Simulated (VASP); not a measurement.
# Ga2SeS3 (P6/mmm) in VASP: further runs, part 2 of 2

VASP 6.6.1. Earlier steps stand in the parts before.

## 4. Relaxation of cell and atoms, PBE

This run uses another cell than the first one, of 23.81 Å³/atom.

INCAR

```
  PREC = Accurate
  ENCUT = 500
  EDIFF = 1E-7
  ISMEAR = 0
  SIGMA = 0.15
  LREAL = F
  LASPH = T
  NELM = 120
  ALGO = Normal
  ISIF = 3
  LWAVE = F
  LCHARG = F
  GGA = PE
  IBRION = 2
  NSW = 36
  EDIFFG = -0.08
  GGA_COMPAT = F
  NELMIN = 4
```

KPOINTS

```
Automatic mesh
0
Gamma
  2 2 3
```

POSCAR

```
Ga2SeS3
1.0
    6.3748162700      0.0000000000      0.0000000000
   -3.1874081300      5.5207528300      0.0000000000
    0.0000000000      0.0000000000      4.0599293900
Ga Se S
2 1 3
Direct
    0.3333333300      0.6666666700      0.5000000000
    0.6666666700      0.3333333300      0.5000000000
    0.0000000000      0.0000000000      0.0000000000
    0.5000000000      0.0000000000      0.5000000000
    0.0000000000      0.5000000000      0.5000000000
    0.5000000000      0.5000000000      0.5000000000
```

Potentials or basis: VASP PAW PBE potentials, release 64 (Ga_d, Se, S).

Started as:

```console
cat potpaw_PBE.64/Ga_d/POTCAR potpaw_PBE.64/Se/POTCAR potpaw_PBE.64/S/POTCAR > POTCAR
mpirun -np 1 vasp_std > vasp.out
```

OUTCAR:

```text
PREC = Accurate
   ENCUT = 500
   EDIFF = 1E-7
   ISMEAR = 0
   LREAL = F
   LASPH = T
   NELM = 120
   ISIF = 3
   GGA = PE
   IBRION = 2
   NSW = 36
   EDIFFG = -0.08
   NELMIN = 4

 ion  position               nearest neighbor table
   1  0.333  0.667  0.500-   4 1.84   5 1.84   6 1.84
   2  0.667  0.333  0.500-   4 1.84   5 1.84   6 1.84
   3  0.000  0.000  0.000-
   4  0.500  0.000  0.500-   1 1.84   2 1.84
   5  0.000  0.500  0.500-   1 1.84   2 1.84
   6  0.500  0.500  0.500-   1 1.84   2 1.84

  LATTYP: Found a hexagonal cell.
 ALAT       =     6.3748162700
 C/A-ratio  =     0.6368700239

  Lattice vectors:

 A1 = (   6.3748162700,   0.0000000000,   0.0000000000)
 A2 = (  -3.1874081300,   5.5207528300,   0.0000000000)
 A3 = (   0.0000000000,   0.0000000000,   4.0599293900)

Analysis of symmetry for initial positions (statically):
=====================================================================
 Subroutine PRICEL returns:
 Original cell was already a primitive cell.

 Routine SETGRP: Setting up the symmetry group for a
 hexagonal supercell.

 Subroutine GETGRP returns: Found 24 space group operations
 (whereof 24 operations were pure point group operations)
 out of a pool of 24 trial point group operations.

The static configuration has the point symmetry D_6h.

Analysis of symmetry for dynamics (positions and initial velocities):
=====================================================================
 Subroutine PRICEL returns:
 Original cell was already a primitive cell.

 Routine SETGRP: Setting up the symmetry group for a
 hexagonal supercell.

 Subroutine GETGRP returns: Found 24 space group operations
 (whereof 24 operations were pure point group operations)
 out of a pool of 24 trial point group operations.

The dynamic configuration has the point symmetry D_6h.

 Subroutine INISYM returns: Found 24 space group operations
 (whereof 24 operations are pure point group operations),
 and found     1 'primitive' translations

----------------------------------------------------------------------------------------

                                     Primitive cell

  volume of cell :     142.8843

  direct lattice vectors                    reciprocal lattice vectors
     6.374816270  0.000000000  0.000000000     0.156867266  0.090567358  0.000000000
    -3.187408130  5.520752830  0.000000000     0.000000000  0.181134717  0.000000000
     0.000000000  0.000000000  4.059929390     0.000000000  0.000000000  0.246309702

  length of vectors
     6.374816270  6.374816264  4.059929390     0.181134717  0.181134717  0.246309702

  position of ions in fractional coordinates (direct lattice)
     0.333333330  0.666666670  0.500000000
     0.666666670  0.333333330  0.500000000
     0.000000000  0.000000000  0.000000000
     0.500000000  0.000000000  0.500000000
     0.000000000  0.500000000  0.500000000
     0.500000000  0.500000000  0.500000000

  ion indices of the primitive-cell ions
   primitive index   ion index
                 1           1
                 2           2
                 3           3
                 4           4
                 5           5
                 6           6

----------------------------------------------------------------------------------------

 KPOINTS: Automatic mesh

Automatic generation of k-mesh.
 Grid dimensions read from file:
 generate k-points for:    2    2    3

 Generating k-lattice:

  Cartesian coordinates                     Fractional coordinates (reciprocal lattice)
     0.078433633  0.045283679  0.000000000     0.500000000  0.000000000  0.000000000
     0.000000000  0.090567358  0.000000000     0.000000000  0.500000000  0.000000000
     0.000000000  0.000000000  0.082103234     0.000000000  0.000000000  0.333333333

  Length of vectors
     0.090567358  0.090567358  0.082103234

  Shift w.r.t. Gamma in fractional coordinates (k-lattice)
     0.000000000  0.000000000  0.000000000

 Subroutine IBZKPT returns following result:
 ===========================================

 Found      4 irreducible k-points:

 Following reciprocal coordinates:
            Coordinates               Weight
  0.000000  0.000000  0.000000      1.000000
  0.500000  0.000000  0.000000      3.000000
  0.000000  0.000000  0.333333      2.000000
  0.500000  0.000000  0.333333      6.000000
   k-points           NKPTS =      4   k-points in BZ     NKDIM =      4   number of bands    NBANDS=     30
   number of dos      NEDOS =    301   number of ions     NIONS =      6
   total plane-waves  NPLWV =  69120
   dimension x,y,z NGX =    48 NGY =   48 NGZ =   30
   dimension x,y,z NGXF=    96 NGYF=   96 NGZF=   60
   ions per type =               2   1   3
   NGX,Y,Z   is equivalent  to a cutoff of  12.52, 12.52, 12.28 a.u.
   NGXF,Y,Z  is equivalent  to a cutoff of  25.04, 25.04, 24.57 a.u.
 SYSTEM =  unknown system
   PREC   = accura    normal or accurate (medium, high low for compatibility)
   ISTART =      0    job   : 0-new  1-cont  2-samecut
   ICHARG =      2    charge: 1-file 2-atom 10-const
   ISPIN  =      1    spin polarized calculation?
   LNONCOLLINEAR =      F non collinear calculations
   LSORBIT =      F    spin-orbit coupling
   LASPH  =      T    aspherical Exc in radial PAW
   ENCUT  =  500.0 eV  36.75 Ry    6.06 a.u.  11.62 11.62  7.40*2*pi/ulx,y,z
   NELM   =    120;   NELMIN=  4; NELMDL= -5     # of ELM steps
   EDIFF  = 0.1E-06   stopping-criterion for ELM
   LREAL  =      F    real-space projection
   EDIFFG = -.8E-01   stopping-criterion for IOM
   NSW    =     36    number of steps for IOM
   IBRION =      2    ionic relax: 0-MD 1-quasi-New 2-CG
   NFREE  =      1    steps in history (QN), initial steepest desc. (CG)
   ISIF   =      3    stress and relaxation
   ISYM   =      2    0-nonsym 1-usesym 2-fastsym
   POTIM  = 0.5000    time-step for ionic-motion
   TEBEG  =    0.0;   TEEND  =   0.0 temperature during run
   PSTRESS=    0.0 pullay stress
   NELECT =      50.0000    total number of electrons
   NUPDOWN=      -1.0000    fix difference up-down
   EMIN   =  10.00;   EMAX   =-10.00  energy-range for DOS
   EFERMI =   0.00;   METHOD = LEGACY
   ISMEAR =     0;   SIGMA  =   0.15  broadening in eV -4-tet -1-fermi 0-gaus
   EFERMI_NEDOS =   21; number of points for ismear=-14 and -15
   IALGO  =     38    algorithm
   IMIX   =      4    mixing-type and parameters
     AMIX     =   0.40;   BMIX     =  1.00
     AMIX_MAG =   1.60;   BMIX_MAG =  1.00
  volume/ion in A,a.u.               =      23.81       160.71
  Fermi-wavevector in a.u.,A,eV,Ry     =   1.153639  2.180062 18.107769  1.330883
  Thomas-Fermi vector in A             =   2.290282
   LORBIT       =      0    0 simple, 1 ext, 2 COOP (PROOUT), +10 PAW based schemes
   GGA     = PE    functional components
   LHFCALC =     F    Hartree Fock is set to
   AEXX    =    0.0000 exact exchange contribution
   IVDW    =     0    specifies the selected vdW correction
   LEPSILON=     F    determine dielectric tensor
   LRPA    =     F    only Hartree local field effects (RPA)
 conjugate gradient relaxation of ions
 non-spin polarized calculation
 Gauss-broadening in eV      SIGMA  =   0.15
  energy-cutoff  :      500.00
  volume of cell :      142.88
 maximum number of plane-waves:      3636
 NGX is ok and might be reduce to    48
   NGX = 23   NGY = 23   NGZ = 15

--------------------------------------- Ionic step        1  -------------------------------------------

 number of electron      50.0000008 magnetization

 Free energy of the ion-electron system (eV)
  ---------------------------------------------------
  ext. energy  EPLUGINS =         0.00000000
  ---------------------------------------------------
  free energy    TOTEN  =       -10.54378166 eV

  energy without entropy =      -10.45588682  energy(sigma->0) =      -10.49983424

------------------------ aborting loop because EDIFF is reached ----------------------------------------

  FORCE on cell =-STRESS in cart. coord.  units (eV):
  Direction    XX          YY          ZZ          XY          YZ          ZX
  --------------------------------------------------------------------------------------
  -------------------------------------------------------------------------------------
  Total       56.6756580     56.6756579     -1.2526225      0.0000001      0.0000000     -0.0000000
  in kB      635.5104507    635.5104497    -14.0457955      0.0000006      0.0000000     -0.0000000
  external PRESSURE =     418.9917016 kB  Pullay stress =       0.0000000 kB
[... 382 lines left out ...]
     29       7.9221      0.00000
     30       8.4802      0.00000

[... ionic steps 4 to 20 ...]

--------------------------------------- Ionic step       21  -------------------------------------------

 number of electron      49.9999932 magnetization

------------------------ aborting loop because EDIFF is reached ----------------------------------------
[... 75 lines left out ...]
--------------------------------------- Ionic step       23  -------------------------------------------

 number of electron      49.9999938 magnetization

 Free energy of the ion-electron system (eV)
  ---------------------------------------------------
  ext. energy  EPLUGINS =         0.00000000
  ---------------------------------------------------
  free energy    TOTEN  =       -21.70576929 eV

  energy without entropy =      -21.63438688  energy(sigma->0) =      -21.67007808

 E-fermi :   1.8552     XC(G=0):  -8.6319

 val. band max:        1.7992375161   @ k =   0.5000   0.0000   0.0000
 cond. band min:       1.9807151818   @ k =   0.5000   0.0000   0.3333
 fundamental gap:      0.1814776657
 Fermi energy:         1.8552312739
[... 163 lines left out ...]
  FREE ENERGIE OF THE ION-ELECTRON SYSTEM (eV)
  ---------------------------------------------------
  free  energy   TOTEN  =       -21.7057692861 eV

  energy  without entropy=      -21.6343868810  energy(sigma->0) =      -21.67007808

 reached required accuracy - stopping structural energy minimisation
```

It took 8.1 min on 1 thread of Intel Xeon Platinum 8559C (Emerald Rapids), shared host; peak memory 0.26 GiB.

Results:

- Free energy: -21.7058 eV
- Relaxed volume: 25.67 Å³/atom
- Relaxed cell: a = 8.374 Å, b = 8.374 Å, c = 2.536 Å, α = 90.00°, β = 90.00°, γ = 120.00°
- Space group after relaxing (to 0.1 Å): P6/mmm (No. 191)
- Energy gained by relaxing: 1860.3 meV/atom
- Ionic steps: 23
- Pressure after relaxing: -0.1 GPa
- Band gap on the k mesh: zero (bands 25 and 26 overlap by 3.26 eV)

Stress tensor (GPa, compression positive):
```
 0.05  0.00  0.00
 0.00  0.05  0.00
 0.00  0.00 -0.27
```

The path:
| step | energy change (eV) | largest force (eV/Å) | pressure (GPa) | volume (Å³) |
| --- | --- | --- | --- | --- |
| 1 | 0.0000 | 0.0000 | 41.90 | 142.88 |
| 2 | -4.6497 | 0.0000 | -5.33 | 299.73 |
| 3 | -7.9154 | 0.0000 | -1.10 | 206.66 |
| 4 | -7.9245 | 0.0000 | -0.71 | 204.93 |
| 5 | -7.9271 | 0.0000 | -0.34 | 203.39 |
| 6 | -7.9390 | 0.0000 | -0.33 | 201.50 |
| 7 | -7.9728 | 0.0000 | -0.28 | 195.84 |
| 8 | -8.0240 | 0.0000 | -0.04 | 184.51 |
| 9 | -8.1996 | 0.0000 | 2.07 | 161.85 |
| 10 | -8.9208 | 0.0000 | 24.79 | 116.51 |
| 11 | -8.4780 | 0.0000 | 2.05 | 154.71 |
| 12 | -9.8640 | 0.0000 | 6.38 | 135.61 |
| 13 | -10.0621 | 0.0000 | 12.64 | 126.06 |
| 14 | -10.0926 | 0.0000 | 10.20 | 129.31 |
| 15 | -10.0957 | 0.0000 | 11.24 | 127.83 |
| 16 | -10.1988 | 0.0000 | 10.47 | 128.91 |
| 17 | -10.4655 | 0.0000 | 8.24 | 132.19 |
| 18 | -10.8434 | 0.0000 | 4.88 | 138.88 |
| 19 | -11.1500 | 0.0000 | 0.00 | 152.79 |
| 20 | -11.1540 | 0.0000 | -0.43 | 154.45 |
| 21 | -11.1542 | 0.0000 | -0.56 | 155.01 |
| 22 | -11.1583 | 0.0000 | -0.38 | 154.65 |
| 23 | -11.1620 | 0.0000 | -0.06 | 154.02 |

Final structure:
```yaml
crystal:
  lattice:
    - [8.37396, 0.00000, 0.00000]
    - [-4.18698, 7.25206, 0.00000]
    - [0.00000, 0.00000, 2.53626]
  atoms:
    - { symbol: Ga, position: [0.33333, 0.66667, 0.50000] }
    - { symbol: Ga, position: [0.66667, 0.33333, 0.50000] }
    - { symbol: Se, position: [0.00000, 0.00000, 0.00000] }
    - { symbol: S, position: [0.50000, 0.00000, 0.50000] }
    - { symbol: S, position: [0.00000, 0.50000, 0.50000] }
    - { symbol: S, position: [0.50000, 0.50000, 0.50000] }
```

Caveat: the k points lie up to 0.83 Å⁻¹ apart in the final cell, too coarse for converged energies and pressures of a metal; a cell axis changed by over 15 % at a fixed basis, so the end point is rough.

## 5. Summary

```csv
task,cell,k mesh,gap on the mesh (eV),pressure (GPa),relaxed volume (Å³/atom)
single point,"a = 5.057, b = 5.057, c = 9.561 Å, angles 90.0, 90.0, 120.0°, 6 atoms, atomic positions A",3 × 3 × 2,none,0.5,-
relaxation of cell and atoms,"relaxed from a = 6.147, b = 6.147, c = 3.856 Å, angles 90.0, 90.0, 120.0°, 6 atoms, atomic positions B",2 × 2 × 3,none,-0.4,20.98
relaxation of cell and atoms,"relaxed from a = 6.375, b = 6.375, c = 4.060 Å, angles 90.0, 90.0, 120.0°, 6 atoms, atomic positions C",2 × 2 × 3,none,-0.1,25.67
```

Alike in all rows: level PBE; potentials or basis VASP PAW PBE potentials, release 64 (Ga_d, Se, S); no spin polarisation; cutoff (eV) 500; smearing gaussian 0.15 eV.

Caveats: all runs use coarse meshes; a cell axis changed by over 15 % at a fixed basis, so the end point is rough (at least some runs).

Total energies depend on the potentials used, so only differences within one code and one set of settings carry meaning.
